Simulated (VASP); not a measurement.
# Os5Rh3 in VASP: single point with PBE

Aim: the single point of Os5Rh3 with PBE.

Program: VASP 6.6.1. These are calculated values, not measurements. Logs are shortened: lines on timing, memory, paths and dates and some standing lists are left out, and cuts for length are marked.

### Step 1. The cell of the first run

The typed cell holds 16 atoms: a = 6.659 Å, b = 6.656 Å, c = 6.659 Å, α = 109.46°, β = 109.51°, γ = 109.47°.

### Step 2. Single point, PBE

INCAR

```
ALGO = Fast ; EDIFF = 1E-6
ENCUT = 520 ; GGA = PE
ISIF = 2 ; ISMEAR = 0
ISYM = 0 ; LASPH = True
LCHARG = True ; LELF = True
LREAL = Auto ; LVHAR = True
LWAVE = False ; NBANDS = 99
NELM = 100 ; PREC = Accurate
SIGMA = 0.1
```

KPOINTS

```
k-points
0
Gamma
  3 3 3
```

POSCAR

```
Os5Rh3
1.0
   -3.8455330141      3.8451477804     -3.8428577484
    3.8427885952      3.8424141189      3.8428685058
    3.8455010108     -3.8451585378     -3.8428365024
Rh Os
6 10
Direct
    0.2499973643      1.0023263129      0.7493271284
    0.5031071402      0.7493585432      0.7455395095
   -0.0029637205      0.4963853508      0.4963449262
    0.7522567358      1.0023174437      0.2515902933
    0.4993141032      0.4964113091      0.9986257706
    0.2462208667      0.7493630393      1.0024271256
   -0.0018042052      0.2480429440      0.7491321568
    0.4999290152      0.9998547159      0.4991946334
    0.7493724776      0.4988642826      0.7487473411
    0.2498483064      0.2481372972      0.4975689010
    0.4994752372      0.2505887418      0.2503957190
    0.7491289069      0.7493917053      0.4995420200
   -0.0000584461     -0.0001442620     -0.0007929753
    0.2493803010      0.4988661197      0.2487652540
    1.0002007467      0.7493290242      0.2484274571
    0.7511257690      0.2506804697      0.9988288050
```

Potentials or basis: VASP PAW PBE potentials, release 64 (Rh_pv, Os).

On the command line:

```
cat potpaw_PBE.64/Rh_pv/POTCAR potpaw_PBE.64/Os/POTCAR > POTCAR
mpirun -np 1 vasp_std > vasp.out
```

OUTCAR:

```text
EDIFF = 1E-6
   ENCUT = 520
   GGA = PE
   ISIF = 2
   ISMEAR = 0
   ISYM = 0
   LASPH = True
   LREAL = Auto
   NELM = 100
   PREC = Accurate

 ion  position               nearest neighbor table
   1  0.250  0.002  0.749-   5 2.69   7 2.70  10 2.70  13 2.72   8 2.72  12 2.72  15 2.72  11 2.72
                            16 2.72   3 2.75   6 2.75   2 2.75
   2  0.503  0.749  0.746-  12 2.68   9 2.70  14 2.70  13 2.70   8 2.70  10 2.72  16 2.72   5 2.75
                             3 2.75   4 2.75   1 2.75   6 2.79
   3  0.997  0.496  0.496-   4 2.68  16 2.70  11 2.70  14 2.72   9 2.72  15 2.72  12 2.72  10 2.72
                             7 2.72   1 2.75   2 2.75   6 2.75
   4  0.752  0.002  0.252-   3 2.68   7 2.70  10 2.70   8 2.72  13 2.72  12 2.72  15 2.72  11 2.72
                            16 2.72   5 2.75   6 2.75   2 2.75
   5  0.499  0.496  0.999-   1 2.69  16 2.70  11 2.70   9 2.72  14 2.72  15 2.72  12 2.72  10 2.72
                             7 2.72   4 2.75   2 2.75   6 2.75
   6  0.246  0.749  0.002-  15 2.68   8 2.70  13 2.70  14 2.70   9 2.70  11 2.72   7 2.72   4 2.75
                             1 2.75   5 2.75   3 2.75   2 2.79
   7  0.998  0.248  0.749-  16 2.70   1 2.70   4 2.70  13 2.71   8 2.71  12 2.71  14 2.72   9 2.72
                             5 2.72   3 2.72   6 2.72  10 2.74
   8  0.500  1.000  0.499-   6 2.70   2 2.70   7 2.71  10 2.71   9 2.71  11 2.72  16 2.72  12 2.72
                            15 2.72   4 2.72   1 2.72  14 2.72
   9  0.749  0.499  0.749-   2 2.70   6 2.70  16 2.71  11 2.71   8 2.71  10 2.72   7 2.72  15 2.72
                            12 2.72   5 2.72   3 2.72  13 2.72
  10  0.250  0.248  0.498-  11 2.70   1 2.70   4 2.70  13 2.71   8 2.71  15 2.71   9 2.72  14 2.72
                             5 2.72   3 2.72   2 2.72   7 2.74
  11  0.499  0.251  0.250-  10 2.70   3 2.70   5 2.70   9 2.71  14 2.71  12 2.71  13 2.72   8 2.72
                             4 2.72   1 2.72   6 2.72  16 2.74
  12  0.749  0.749  0.500-   2 2.68   7 2.71  11 2.71  13 2.72   8 2.72   9 2.72  14 2.72   1 2.72
                             4 2.72   5 2.72   3 2.72  15 2.73
  13  1.000  1.000  0.999-   6 2.70   2 2.70   7 2.71  10 2.71  14 2.71  11 2.72  16 2.72  12 2.72
                            15 2.72   1 2.72   4 2.72   9 2.72
  14  0.249  0.499  0.249-   2 2.70   6 2.70  16 2.71  11 2.71  13 2.71  10 2.72   7 2.72  15 2.72
                            12 2.72   3 2.72   5 2.72   8 2.72
  15  0.000  0.749  0.248-   6 2.68  16 2.71  10 2.71  14 2.72   9 2.72   8 2.72  13 2.72   3 2.72
                             5 2.72   1 2.72   4 2.72  12 2.73
  16  0.751  0.251  0.999-   7 2.70   3 2.70   5 2.70  14 2.71   9 2.71  15 2.71   8 2.72  13 2.72
                             4 2.72   1 2.72   2 2.72  11 2.74

IMPORTANT INFORMATION: All symmetrisations will be switched off!
NOSYMM: (Re-)initialisation of all symmetry stuff for point group C_1.

----------------------------------------------------------------------------------------

                                     Primitive cell

  volume of cell :     227.1284

  direct lattice vectors                    reciprocal lattice vectors
    -3.845533014  3.845147780 -3.842857748     0.000046975  0.130080452 -0.130112046
     3.842788595  3.842414119  3.842868506     0.130114391  0.130126704 -0.000000724
     3.845501011 -3.845158538 -3.842836502     0.130068499  0.000046616 -0.130112405

  length of vectors
     6.658891897  6.655735031  6.658867365     0.183983887  0.184018243  0.183975690

  position of ions in fractional coordinates (direct lattice)
     0.249997364  0.002326313  0.749327128
     0.503107140  0.749358543  0.745539509
     0.997036280  0.496385351  0.496344926
     0.752256736  0.002317444  0.251590293
     0.499314103  0.496411309  0.998625771
     0.246220867  0.749363039  0.002427126
[... 8 lines left out ...]
     0.000200747  0.749329024  0.248427457
     0.751125769  0.250680470  0.998828805

  ion indices of the primitive-cell ions
   primitive index   ion index
                 1           1
                 2           2
                 3           3
                 4           4
                 5           5
                 6           6
[... 8 lines left out ...]
                15          15
                16          16

----------------------------------------------------------------------------------------

 KPOINTS: k-points

Automatic generation of k-mesh.
 Grid dimensions read from file:
 generate k-points for:    3    3    3

 Generating k-lattice:

  Cartesian coordinates                     Fractional coordinates (reciprocal lattice)
     0.000015658  0.043360151 -0.043370682     0.333333333 -0.000000000  0.000000000
     0.043371464  0.043375568 -0.000000241     0.000000000  0.333333333 -0.000000000
     0.043356166  0.000015539 -0.043370802    -0.000000000  0.000000000  0.333333333

  Length of vectors
     0.061327962  0.061339414  0.061325230

  Shift w.r.t. Gamma in fractional coordinates (k-lattice)
     0.000000000  0.000000000  0.000000000

 Subroutine IBZKPT returns following result:
 ===========================================

 Found     14 irreducible k-points:

 Following reciprocal coordinates:
            Coordinates               Weight
  0.000000  0.000000  0.000000      1.000000
  0.333333  0.000000 -0.000000      2.000000
  0.000000 -0.333333  0.333333      2.000000
 -0.000000  0.333333 -0.000000      2.000000
  0.333333  0.333333 -0.000000      2.000000
 -0.000000  0.333333  0.333333      2.000000
 -0.333333  0.333333 -0.000000      2.000000
  0.000000 -0.000000 -0.333333      2.000000
  0.333333  0.000000  0.333333      2.000000
  0.333333  0.333333  0.333333      2.000000
 -0.333333  0.000000  0.333333      2.000000
 -0.333333  0.333333  0.333333      2.000000
  0.333333 -0.333333  0.333333      2.000000
 -0.333333 -0.333333  0.333333      2.000000
   k-points           NKPTS =     14   k-points in BZ     NKDIM =     14   number of bands    NBANDS=     99
   number of dos      NEDOS =    301   number of ions     NIONS =     16
   total plane-waves  NPLWV = 125000
   dimension x,y,z NGX =    50 NGY =   50 NGZ =   50
   dimension x,y,z NGXF=   100 NGYF=  100 NGZF=  100
   ions per type =               6  10
   NGX,Y,Z   is equivalent  to a cutoff of  12.48, 12.49, 12.48 a.u.
   NGXF,Y,Z  is equivalent  to a cutoff of  24.97, 24.98, 24.97 a.u.
 SYSTEM =  unknown system
   PREC   = accura    normal or accurate (medium, high low for compatibility)
   ISTART =      0    job   : 0-new  1-cont  2-samecut
   ICHARG =      2    charge: 1-file 2-atom 10-const
   ISPIN  =      1    spin polarized calculation?
   LNONCOLLINEAR =      F non collinear calculations
   LSORBIT =      F    spin-orbit coupling
   LASPH  =      T    aspherical Exc in radial PAW
   ENCUT  =  520.0 eV  38.22 Ry    6.18 a.u.  12.38 12.38 12.38*2*pi/ulx,y,z
   NELM   =    100;   NELMIN=  2; NELMDL= -5     # of ELM steps
   EDIFF  = 0.1E-05   stopping-criterion for ELM
   LREAL  =      T    real-space projection
   EDIFFG = 0.1E-04   stopping-criterion for IOM
   NSW    =      0    number of steps for IOM
   IBRION =     -1    ionic relax: 0-MD 1-quasi-New 2-CG
   NFREE  =      0    steps in history (QN), initial steepest desc. (CG)
   ISIF   =      2    stress and relaxation
   ISYM   =      0    0-nonsym 1-usesym 2-fastsym
   POTIM  = 0.5000    time-step for ionic-motion
   TEBEG  =    0.0;   TEEND  =   0.0 temperature during run
   PSTRESS=    0.0 pullay stress
   NELECT =     170.0000    total number of electrons
   NUPDOWN=      -1.0000    fix difference up-down
   EMIN   =  10.00;   EMAX   =-10.00  energy-range for DOS
   EFERMI =   0.00;   METHOD = LEGACY
   ISMEAR =     0;   SIGMA  =   0.10  broadening in eV -4-tet -1-fermi 0-gaus
   EFERMI_NEDOS =   21; number of points for ismear=-14 and -15
   IALGO  =     68    algorithm
   IMIX   =      4    mixing-type and parameters
     AMIX     =   0.40;   BMIX     =  1.00
     AMIX_MAG =   1.60;   BMIX_MAG =  1.00
  volume/ion in A,a.u.               =      14.20        95.80
  Fermi-wavevector in a.u.,A,eV,Ry     =   1.486394  2.808878 30.060273  2.209368
  Thomas-Fermi vector in A             =   2.599686
   LORBIT       =      0    0 simple, 1 ext, 2 COOP (PROOUT), +10 PAW based schemes
   GGA     = PE    functional components
   LHFCALC =     F    Hartree Fock is set to
   AEXX    =    0.0000 exact exchange contribution
   IVDW    =     0    specifies the selected vdW correction
   LEPSILON=     F    determine dielectric tensor
   LRPA    =     F    only Hartree local field effects (RPA)
 non-spin polarized calculation
 RMM-DIIS sequential band-by-band and
 Gauss-broadening in eV      SIGMA  =   0.10
  energy-cutoff  :      520.00
  volume of cell :      227.13
 maximum number of plane-waves:      6128
 NGX is ok and might be reduce to    50
   NGX = 25   NGY = 25   NGZ = 25

 number of electron     170.0000011 magnetization

 Free energy of the ion-electron system (eV)
  ---------------------------------------------------
  ext. energy  EPLUGINS =         0.00000000
  ---------------------------------------------------
  free energy    TOTEN  =      -154.74962020 eV

  energy without entropy =     -154.63628201  energy(sigma->0) =     -154.69295110

 E-fermi :   9.9533     XC(G=0): -13.9288

 val. band max:        9.9326788129   @ k =   0.0000  -0.3333   0.3333
 cond. band min:       9.9778686114   @ k =  -0.3333   0.0000   0.3333
 fundamental gap:      0.0451897985
 Fermi energy:         9.9533006820

 k-point     1 :       0.0000    0.0000    0.0000
  band No.  band energies     occupation
      1     -36.9928      2.00000
      2     -36.9026      2.00000
      3     -36.8918      2.00000
      4     -36.8822      2.00000
      5     -36.8775      2.00000
      6     -36.8563      2.00000
[... 89 lines left out ...]
     96      12.2214      0.00000
     97      12.5503      0.00000

 k-point     2 :       0.3333    0.0000   -0.0000
  band No.  band energies     occupation
      1     -36.9737      2.00000
      2     -36.9246      2.00000
      3     -36.8925      2.00000
      4     -36.8837      2.00000
      5     -36.8825      2.00000
      6     -36.8710      2.00000
[... 1289 lines left out ...]
     96      11.3049      0.00000
     97      11.4066      0.00000
 [bands above 97 left out]

------------------------ aborting loop because EDIFF is reached ----------------------------------------

  FORCE on cell =-STRESS in cart. coord.  units (eV):
  Direction    XX          YY          ZZ          XY          YZ          ZX
  --------------------------------------------------------------------------------------
  -------------------------------------------------------------------------------------
  Total       -0.1098796     -0.0705301     -0.0155892      0.0006527      0.0035681     -0.0056012
  in kB       -0.7750972     -0.4975239     -0.1099673      0.0046040      0.0251698     -0.0395112
  external PRESSURE =      -0.4608628 kB  Pullay stress =       0.0000000 kB

 VOLUME and BASIS-vectors are now :
 -----------------------------------------------------------------------------
  energy-cutoff  :      520.00
  volume of cell :      227.13
      direct lattice vectors                 reciprocal lattice vectors
    -3.845533014  3.845147780 -3.842857748     0.000046975  0.130080452 -0.130112046
     3.842788595  3.842414119  3.842868506     0.130114391  0.130126704 -0.000000724
     3.845501011 -3.845158538 -3.842836502     0.130068499  0.000046616 -0.130112405

 POSITION                                       TOTAL-FORCE (eV/Angst)
 -----------------------------------------------------------------------------------
      1.92910     -1.91107     -3.83131        -0.007742     -0.010083     -0.006244
      3.81188      1.94715     -1.91867         0.022507     -0.026060      0.001177
     -0.01794      3.83254     -3.83130         0.010134      0.008359     -0.007618
     -1.91643      1.93404     -3.84873        -0.007150     -0.008399      0.004616
      3.82769     -0.01252     -3.84871         0.008133      0.007148      0.004607
      1.94213      3.81679      1.92418        -0.024684      0.022117      0.000898
[... 8 lines left out ...]
      3.83407      1.92476      1.92414         0.002636      0.001358      0.000731
      1.91583      0.01075     -5.76147        -0.001397     -0.001731      0.000148
 -----------------------------------------------------------------------------------
    total drift:                               -0.009656      0.010239      0.000991

  FREE ENERGIE OF THE ION-ELECTRON SYSTEM (eV)
  ---------------------------------------------------
  free  energy   TOTEN  =      -154.7496202031 eV

  energy  without entropy=     -154.6362820058  energy(sigma->0) =     -154.69295110
```

It took 12 min on 1 thread of Intel Xeon 6975P-C (Granite Rapids), shared host; peak memory 0.47 GiB.

What came out:

```yaml
Free_energy: -154.7496 eV
Pressure: 0.0 GPa
Largest_force: 0.034 eV/Å
Band_gap_on_the_k_mesh: zero (band 85 reaches 10.06 eV, above the bottom of band 86 at 9.56 eV)
```

Forces in eV/Å, atoms in the order of the input:
```
Rh  -0.008 -0.010 -0.006
Rh   0.023 -0.026  0.001
Rh   0.010  0.008 -0.008
Rh  -0.007 -0.008  0.005
Rh   0.008  0.007  0.005
Rh  -0.025  0.022  0.001
Os   0.001  0.001 -0.001
Os  -0.004  0.001  0.003
Os   0.003  0.002  0.000
Os  -0.001  0.000  0.000
Os  -0.001 -0.001 -0.001
Os   0.002  0.000 -0.002
Os  -0.004  0.001  0.003
Os   0.003  0.003 -0.001
Os   0.003  0.001  0.001
Os  -0.001 -0.002  0.000
```

Levels at points of the mesh, in eV from the Fermi level:
```csv
k point,band 81,band 82,band 83,band 84,band 85,band 86,band 87,band 88,band 89,band 90
"(0.00, 0.00, 0.00)",-0.74,-0.64,-0.58,-0.53,-0.51,-0.39,-0.38,-0.26,-0.05,-0.03
```

Caveat: the k points lie up to 0.39 Å⁻¹ apart; spin-orbit coupling is left out, which moves the levels of the heavy elements.
